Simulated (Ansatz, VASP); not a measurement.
One calculation of TaH5, two programs

Contents of INCAR:

```
SYSTEM = TaH5
ALGO = Normal ; EDIFF = 1E-6
EDIFFG = -0.01 ; ENCUT = 600
GGA = PE ; IBRION = 2
ISIF = 3 ; ISMEAR = 0
LASPH = .TRUE. ; LCHARG = .FALSE.
LREAL = .FALSE. ; LWAVE = .FALSE.
NELM = 60 ; NSW = 100
PREC = Accurate ; SIGMA = 0.1
```

File KPOINTS:

```
k-points
0
G
  12 12 12
  0 0 0
```

File POSCAR:

```
TaH5
1.0
    3.5677503940      0.0000000000      0.0000000000
   -1.7838751970      3.0897624756      0.0000000000
    0.0000000000      0.0000000000      3.1122834454
Ta H
1 5
Direct
    0.0000000000      0.0000000000      0.5000000000
    0.6951047565      0.0000000000      0.0000000000
    0.3048952435      0.3048952435      0.0000000000
    0.0000000000      0.6951047565      0.0000000000
    0.6666666667      0.3333333333      0.5000000000
    0.3333333333      0.6666666667      0.5000000000
```

Input for Ansatz:

```yaml
crystal:
  lattice:
    - [3.567750394, 0.0, 0.0]
    - [-1.783875197, 3.0897624756, 0.0]
    - [0.0, 0.0, 3.1122834454]
  atoms:
    - { symbol: Ta, position: [0.0, 0.0, 0.5] }
    - { symbol: H, position: [0.6951047565, 0.0, 0.0] }
    - { symbol: H, position: [0.3048952435, 0.3048952435, 0.0] }
    - { symbol: H, position: [0.0, 0.6951047565, 0.0] }
    - { symbol: H, position: [0.6666666667, 0.3333333333, 0.5] }
    - { symbol: H, position: [0.3333333333, 0.6666666667, 0.5] }
basis:
  ecutwfc: 420
kpoints:
  mp_grid: { grid: [12, 12, 12] }
hamiltonian:
  xc: pbe
scf:
  occupations: { method: gaussian, width: 0.1 }
output:
  forces: true
  stress: true
  eigenvalues: true
  write_density: true
  write_potential: true
  elf: true
  volumetric_format: npy
relax:
  adjacent_minimum: "off"
  f_tol: 0.01
  max_steps: 80
  cell: { stress_tol: 0.05 }
```

Change from the starting cell: species swapped into the MgSn5 type (P-62m, No. 189).

Alike in both runs: task relaxation of cell and atoms; functional PBE; k mesh 12 × 12 × 12; occupations gaussian, width 0.1 eV; no spin polarisation.

|  | VASP | Ansatz |
| --- | --- | --- |
| version | VASP 6.6.1 | Ansatz 0.2.0 |
| potentials or method | VASP PAW PBE potentials, release 64 (Ta_pv, H), cutoff 600 eV | scalar-relativistic, plane waves, PAW |
| valence electrons in the cell | 16 | 18 |

|  | VASP | Ansatz | Ansatz less VASP |
| --- | --- | --- | --- |
| gap on the k mesh at the Fermi level, each at its own relaxed structure (eV) | none | none | - |
| relaxed volume (Å³/atom) | 5.71 | 5.71 | -0.003 |
| relaxed cell length with the largest relative difference (Å) | 3.132 | 3.131 | -0.0011 |

A gap of «none» marks a metal or a gap that the smearing closes. VASP's potentials hold 16 valence electrons a cell and Ansatz's 18, so a difference there can come from the potentials and not from the codes.

Spin-orbit coupling is off throughout.
